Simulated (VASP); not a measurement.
Crystal: Cd2S.

```
Cd S
1.0
     3.90911    0.00000    0.00000
    -1.95456    3.38539    0.00000
     0.00000    0.00000    5.73068
Cd S
2 1
Direct
  0.33333 0.66667 0.93272
  0.66667 0.33333 0.57873
  0.33333 0.66667 0.36571
```

Base run:

* Program: VASP 6.6.1
* Functional: PBEsol
* Potentials or basis: VASP PAW PBE potentials, release 64 (Cd_sv_GW, S)
* Cutoff: 630 eV
* k mesh: 8 × 8 × 5
* Occupations: fermi-dirac, width 0.05 eV
* Spin: no spin polarisation

Its results: band gap on the k mesh 0.20 eV (least direct gap 0.58 eV); pressure -1.5 GPa; largest force 0.059 eV/Å.

Task: The run is repeated on the same cell with these changes: functional from PBEsol to PBE. What comes out?

Result: Band gap on the k mesh 0.21 eV (least direct gap 0.58 eV); pressure 1.6 GPa; largest force 0.082 eV/Å.

PBE binds less tightly than PBEsol, so the same cell stands under more pressure.

Caveats: the PAW data sets were made with another functional, which shifts forces and pressure a little (at least some runs).

A k mesh can miss the band edges.
